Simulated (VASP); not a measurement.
# C (P6_3/mmc) in VASP: notebook

C is run at these levels: revPBE+D3(BJ); tasks: single point.

Everything below comes from runs of VASP 6.6.1. Logs are shortened: lines on timing, memory, paths and dates and some standing lists are left out, and cuts for length are marked.

## Step 1: The cell of the first run

It takes space group P6_3/mmc (No. 194, hexagonal). The conventional cell has a = 2.471 Å, b = 2.471 Å, c = 8.069 Å, α = 90.00°, β = 90.00°, γ = 120.00°. C (site symmetry 3m) has 4 C at 1.51 Å within 2.0 Å. C (site symmetry 3m) has 4 C at 1.51 Å within 2.0 Å.

## Step 2: Single point, revPBE+D3(BJ)

File INCAR:

```
  PREC = Accurate
  ENCUT = 520
  EDIFF = 1E-6
  ISMEAR = -1
  SIGMA = 0.05
  LREAL = F
  LASPH = T
  NELM = 100
  ALGO = Normal
  ISIF = 2
  LWAVE = F
  LCHARG = F
  GGA = RE
  IVDW = 12
  NBANDS = 26
```

File KPOINTS:

```
Automatic mesh
0
Gamma
  12 12 4
```

File POSCAR:

```
C
1.0
    2.4706141248      0.0000000000      0.0000000000
   -1.2353070624      2.1396145950      0.0000000000
    0.0000000000      0.0000000000      8.0689487361
C
8
Direct
    0.6666666667      0.3333333333      0.8437500000
    0.3333333333      0.6666666667      0.3437500000
    0.6666666667      0.3333333333      0.6562500000
    0.3333333333      0.6666666667      0.1562500000
    0.0000000000      0.0000000000      0.9062500000
    0.0000000000      0.0000000000      0.4062500000
    0.0000000000      0.0000000000      0.5937500000
    0.0000000000      0.0000000000      0.0937500000
```

Potentials or basis: VASP PAW PBE potentials, release 64 (C).

Run with:

```
$ cat potpaw_PBE.64/C/POTCAR > POTCAR
$ mpirun -np 1 vasp_std > vasp.out
```

OUTCAR:

```text
PREC = Accurate
   ENCUT = 520
   EDIFF = 1E-6
   ISMEAR = -1
   LREAL = F
   LASPH = T
   NELM = 100
   ISIF = 2
   GGA = RE
   IVDW = 12
 IVDW          = 12

 ion  position               nearest neighbor table
   1  0.667  0.333  0.844-   3 1.51   5 1.51   5 1.51   5 1.51
   2  0.333  0.667  0.344-   4 1.51   6 1.51   6 1.51   6 1.51
   3  0.667  0.333  0.656-   1 1.51   7 1.51   7 1.51   7 1.51
   4  0.333  0.667  0.156-   2 1.51   8 1.51   8 1.51   8 1.51
   5  0.000  0.000  0.906-   8 1.51   1 1.51   1 1.51   1 1.51
   6  0.000  0.000  0.406-   7 1.51   2 1.51   2 1.51   2 1.51
   7  0.000  0.000  0.594-   6 1.51   3 1.51   3 1.51   3 1.51
   8  0.000  0.000  0.094-   5 1.51   4 1.51   4 1.51   4 1.51

  LATTYP: Found a hexagonal cell.
 ALAT       =     2.4706141248
 C/A-ratio  =     3.2659688355

  Lattice vectors:

 A1 = (   2.4706141248,   0.0000000000,   0.0000000000)
 A2 = (  -1.2353070624,   2.1396145950,   0.0000000000)
 A3 = (   0.0000000000,   0.0000000000,   8.0689487361)

Analysis of symmetry for initial positions (statically):
=====================================================================
 Subroutine PRICEL returns:
 Original cell was already a primitive cell.

 Routine SETGRP: Setting up the symmetry group for a
 hexagonal supercell.

 Subroutine GETGRP returns: Found 24 space group operations
 (whereof 12 operations were pure point group operations)
 out of a pool of 24 trial point group operations.

The static configuration has the point symmetry D_3d.
 The point group associated with its full space group is D_6h.

Analysis of symmetry for dynamics (positions and initial velocities):
=====================================================================
 Subroutine PRICEL returns:
 Original cell was already a primitive cell.

 Routine SETGRP: Setting up the symmetry group for a
 hexagonal supercell.

 Subroutine GETGRP returns: Found 24 space group operations
 (whereof 12 operations were pure point group operations)
 out of a pool of 24 trial point group operations.

The dynamic configuration has the point symmetry D_3d.
 The point group associated with its full space group is D_6h.

 Subroutine INISYM returns: Found 24 space group operations
 (whereof 12 operations are pure point group operations),
 and found     1 'primitive' translations

----------------------------------------------------------------------------------------

                                     Primitive cell

  volume of cell :      42.6538

  direct lattice vectors                    reciprocal lattice vectors
     2.470614125  0.000000000  0.000000000     0.404757663  0.233686946  0.000000000
    -1.235307062  2.139614595  0.000000000     0.000000000  0.467373892  0.000000000
     0.000000000  0.000000000  8.068948736     0.000000000  0.000000000  0.123931882

  length of vectors
     2.470614125  2.470614125  8.068948736     0.467373892  0.467373892  0.123931882

  position of ions in fractional coordinates (direct lattice)
     0.666666667  0.333333333  0.843750000
     0.333333333  0.666666667  0.343750000
     0.666666667  0.333333333  0.656250000
     0.333333333  0.666666667  0.156250000
     0.000000000  0.000000000  0.906250000
     0.000000000  0.000000000  0.406250000
     0.000000000  0.000000000  0.593750000
     0.000000000  0.000000000  0.093750000

  ion indices of the primitive-cell ions
   primitive index   ion index
                 1           1
                 2           2
                 3           3
                 4           4
                 5           5
                 6           6
                 7           7
                 8           8

----------------------------------------------------------------------------------------

 KPOINTS: Automatic mesh

Automatic generation of k-mesh.
 Grid dimensions read from file:
 generate k-points for:   12   12    4

 Generating k-lattice:

  Cartesian coordinates                     Fractional coordinates (reciprocal lattice)
     0.033729805  0.019473912  0.000000000     0.083333333 -0.000000000  0.000000000
     0.000000000  0.038947824  0.000000000     0.000000000  0.083333333  0.000000000
     0.000000000  0.000000000  0.030982970     0.000000000  0.000000000  0.250000000

  Length of vectors
     0.038947824  0.038947824  0.030982970

  Shift w.r.t. Gamma in fractional coordinates (k-lattice)
     0.000000000  0.000000000  0.000000000

 Subroutine IBZKPT returns following result:
 ===========================================

 Found     57 irreducible k-points:

 Following reciprocal coordinates:
            Coordinates               Weight
  0.000000  0.000000  0.000000      1.000000
  0.083333 -0.000000  0.000000      6.000000
  0.166667  0.000000  0.000000      6.000000
  0.250000 -0.000000  0.000000      6.000000
  0.333333 -0.000000  0.000000      6.000000
  0.416667 -0.000000  0.000000      6.000000
[... 16 lines left out ...]
  0.250000 -0.000000  0.250000     12.000000
  0.333333 -0.000000  0.250000     12.000000
 [... further k-points ...]
   k-points           NKPTS =     57   k-points in BZ     NKDIM =     57   number of bands    NBANDS=     26
   number of dos      NEDOS =    301   number of ions     NIONS =      8
   total plane-waves  NPLWV =  19440
   dimension x,y,z NGX =    18 NGY =   18 NGZ =   60
   dimension x,y,z NGXF=    36 NGYF=   36 NGZF=  120
   ions per type =               8
   NGX,Y,Z   is equivalent  to a cutoff of  12.11, 12.11, 12.36 a.u.
   NGXF,Y,Z  is equivalent  to a cutoff of  24.22, 24.22, 24.72 a.u.
 SYSTEM =  unknown system
   PREC   = accura    normal or accurate (medium, high low for compatibility)
   ISTART =      0    job   : 0-new  1-cont  2-samecut
   ICHARG =      2    charge: 1-file 2-atom 10-const
   ISPIN  =      1    spin polarized calculation?
   LNONCOLLINEAR =      F non collinear calculations
   LSORBIT =      F    spin-orbit coupling
   LASPH  =      T    aspherical Exc in radial PAW
   ENCUT  =  520.0 eV  38.22 Ry    6.18 a.u.   4.59  4.59 15.00*2*pi/ulx,y,z
   NELM   =    100;   NELMIN=  2; NELMDL= -5     # of ELM steps
   EDIFF  = 0.1E-05   stopping-criterion for ELM
   LREAL  =      F    real-space projection
   EDIFFG = 0.1E-04   stopping-criterion for IOM
   NSW    =      0    number of steps for IOM
   IBRION =     -1    ionic relax: 0-MD 1-quasi-New 2-CG
   NFREE  =      0    steps in history (QN), initial steepest desc. (CG)
   ISIF   =      2    stress and relaxation
   ISYM   =      2    0-nonsym 1-usesym 2-fastsym
   POTIM  = 0.5000    time-step for ionic-motion
   TEBEG  =    0.0;   TEEND  =   0.0 temperature during run
   PSTRESS=    0.0 pullay stress
   NELECT =      32.0000    total number of electrons
   NUPDOWN=      -1.0000    fix difference up-down
   EMIN   =  10.00;   EMAX   =-10.00  energy-range for DOS
   EFERMI =   0.00;   METHOD = LEGACY
   ISMEAR =    -1;   SIGMA  =   0.05  broadening in eV -4-tet -1-fermi 0-gaus
   EFERMI_NEDOS =   21; number of points for ismear=-14 and -15
   IALGO  =     38    algorithm
   IMIX   =      4    mixing-type and parameters
     AMIX     =   0.40;   BMIX     =  1.00
     AMIX_MAG =   1.60;   BMIX_MAG =  1.00
  volume/ion in A,a.u.               =       5.33        35.98
  Fermi-wavevector in a.u.,A,eV,Ry     =   1.487553  2.811067 30.107147  2.212813
  Thomas-Fermi vector in A             =   2.600699
   LORBIT       =      0    0 simple, 1 ext, 2 COOP (PROOUT), +10 PAW based schemes
   GGA     = RE    functional components
   LHFCALC =     F    Hartree Fock is set to
   AEXX    =    0.0000 exact exchange contribution
   IVDW    =    12    specifies the selected vdW correction
   LEPSILON=     F    determine dielectric tensor
   LRPA    =     F    only Hartree local field effects (RPA)
 non-spin polarized calculation
  energy-cutoff  :      520.00
  volume of cell :       42.65
 maximum number of plane-waves:      1166
   NGX =  9   NGY =  9   NGZ = 31

 number of electron      31.9999992 magnetization

 Free energy of the ion-electron system (eV)
  ---------------------------------------------------
  ext. energy  EPLUGINS =         0.00000000
  ---------------------------------------------------
  free energy    TOTEN  =       -69.02650357 eV

  energy without entropy =      -69.02650357  energy(sigma->0) =      -69.02650357

 E-fermi :  11.8102     XC(G=0): -13.5061

 val. band max:       10.8912581526   @ k =   0.0000   0.0000   0.0000
 cond. band min:      15.4366114875   @ k =   0.4167  -0.0000   0.0000
 fundamental gap:      4.5453533349
 Fermi energy:        11.8101743902

 k-point     1 :       0.0000    0.0000    0.0000
  band No.  band energies     occupation
      1     -11.6656      2.00000
      2      -9.8962      2.00000
      3      -9.8428      2.00000
      4      -5.4985      2.00000
      5      -3.3847      2.00000
      6       3.8085      2.00000
[... 18 lines left out ...]
     25      19.6670      0.00000
     26      19.8632      0.00000

 k-point     2 :       0.0833   -0.0000    0.0000
  band No.  band energies     occupation
      1     -11.4875      2.00000
      2      -9.7213      2.00000
      3      -9.6671      2.00000
      4      -5.3408      2.00000
      5      -3.2180      2.00000
      6       3.8943      2.00000
[... 18 lines left out ...]
     25      20.0436      0.00000
     26      20.4848      0.00000

 k-point     3 :       0.1667    0.0000    0.0000
  band No.  band energies     occupation
      1     -10.9550      2.00000
      2      -9.1993      2.00000
      3      -9.1422      2.00000
      4      -4.8694      2.00000
      5      -2.7290      2.00000
      6       4.0585      2.00000
[... 18 lines left out ...]
     25      20.7286      0.00000
     26      21.8419      0.00000

 k-point     4 :       0.2500   -0.0000    0.0000
  band No.  band energies     occupation
      1     -10.0745      2.00000
      2      -8.3387      2.00000
      3      -8.2750      2.00000
      4      -4.0920      2.00000
      5      -1.9748      2.00000
      6       2.1599      2.00000
[... 18 lines left out ...]
     25      22.0340      0.00000
     26      22.1496      0.00000

 k-point     5 :       0.3333   -0.0000    0.0000
  band No.  band energies     occupation
      1      -8.8606      2.00000
      2      -7.1629      2.00000
      3      -7.0821      2.00000
      4      -3.0346      2.00000
      5      -1.3887      2.00000
      6      -0.0432      2.00000
[... 18 lines left out ...]
     25      22.9276      0.00000
     26      23.1835      0.00000

 k-point     6 :       0.4167   -0.0000    0.0000
  band No.  band energies     occupation
      1      -7.3564      2.00000
      2      -5.7794      2.00000
      3      -5.6160      2.00000
      4      -2.8841      2.00000
      5      -2.0189      2.00000
      6      -1.5391      2.00000
[... 427 lines left out ...]
 k-point    21 :       0.0833   -0.0000    0.2500
  band No.  band energies     occupation
      1     -11.3745      2.00000
      2     -10.4750      2.00000
      3      -8.7030      2.00000
      4      -6.2194      2.00000
      5      -2.1546      2.00000
      6       1.7632      2.00000
[... 18 lines left out ...]
     25      19.9929      0.00000
     26      20.4503      0.00000

 k-point    22 :       0.1667    0.0000    0.2500
  band No.  band energies     occupation
      1     -10.8426      2.00000
      2      -9.9473      2.00000
      3      -8.1861      2.00000
      4      -5.7284      2.00000
      5      -1.6953      2.00000
      6       2.0936      2.00000
[... 18 lines left out ...]
     25      21.3329      0.00000
     26      21.9616      0.00000

 k-point    23 :       0.2500   -0.0000    0.2500
  band No.  band energies     occupation
      1      -9.9629      2.00000
      2      -9.0755      2.00000
      3      -7.3341      2.00000
      4      -4.9222      2.00000
      5      -0.9999      2.00000
      6       2.1200      2.00000
[... 18 lines left out ...]
     25      21.6033      0.00000
     26      23.0721      0.00000

 k-point    24 :       0.3333   -0.0000    0.2500
  band No.  band energies     occupation
      1      -8.7506      2.00000
      2      -7.8773      2.00000
      3      -6.1712      2.00000
      4      -3.8382      2.00000
      5      -0.8039      2.00000
      6       0.1698      2.00000
[... 18 lines left out ...]
     25      21.8090      0.00000
     26      24.0589      0.00000

 [... further k-points ...]

------------------------ aborting loop because EDIFF is reached ----------------------------------------

 Edisp (eV)   -3.36237

 E8    (eV) :    -1.9521

  FORCE on cell =-STRESS in cart. coord.  units (eV):
  Direction    XX          YY          ZZ          XY          YZ          ZX
  --------------------------------------------------------------------------------------
  -------------------------------------------------------------------------------------
  Total       5.70157     5.70157     9.53941     0.00000    -0.00000     0.00000
  in kB     214.16443   214.16443   358.32306     0.00000    -0.00000     0.00000
  external pressure =      262.22 kB  Pullay stress =        0.00 kB

 VOLUME and BASIS-vectors are now :
 -----------------------------------------------------------------------------
  energy-cutoff  :      520.00
  volume of cell :       42.65
      direct lattice vectors                 reciprocal lattice vectors
     2.470614125  0.000000000  0.000000000     0.404757663  0.233686946  0.000000000
    -1.235307062  2.139614595  0.000000000     0.000000000  0.467373892  0.000000000
     0.000000000  0.000000000  8.068948736     0.000000000  0.000000000  0.123931882

 POSITION                                       TOTAL-FORCE (eV/Angst)
 -----------------------------------------------------------------------------------
      1.23531      0.71320      6.80818         0.000000     -0.000000      0.353838
     -0.00000      1.42641      2.77370        -0.000000      0.000000      0.353838
      1.23531      0.71320      5.29525         0.000000     -0.000000     -0.353838
     -0.00000      1.42641      1.26077        -0.000000      0.000000     -0.353838
      0.00000      0.00000      7.31248         0.000000      0.000000      0.365294
      0.00000      0.00000      3.27801        -0.000000      0.000000      0.365294
      0.00000      0.00000      4.79094         0.000000     -0.000000     -0.365294
      0.00000      0.00000      0.75646        -0.000000     -0.000000     -0.365294
 -----------------------------------------------------------------------------------
    total drift:                                0.000000      0.000000      0.000000

  FREE ENERGIE OF THE ION-ELECTRON SYSTEM (eV)
  ---------------------------------------------------
  free  energy   TOTEN  =       -72.3888733183 eV

  energy  without entropy=      -72.3888733182  energy(sigma->0) =      -72.38887332
```

Run time: 73 s. Hardware: 1 thread of Intel Xeon 8259CL, shared host; peak memory 0.2 GiB.

What came out:

```yaml
Free_energy: -72.3889 eV
Pressure: 26.2 GPa
Largest_force: 0.365 eV/Å
Band_gap_on_the_k_mesh: 4.55 eV (least direct gap 5.31 eV)
Dispersion_energy_per_atom: -0.420 eV
```

Forces on the atoms (eV/Å):
```
C    0.000  0.000  0.354
C    0.000  0.000  0.354
C    0.000  0.000 -0.354
C    0.000  0.000 -0.354
C    0.000  0.000  0.365
C    0.000  0.000  0.365
C    0.000  0.000 -0.365
C    0.000  0.000 -0.365
```

Caveat: the cell stands under pressure; the PAW data sets were made with another functional, which shifts forces and pressure a little.

(Part 1 of 2 ends here.)
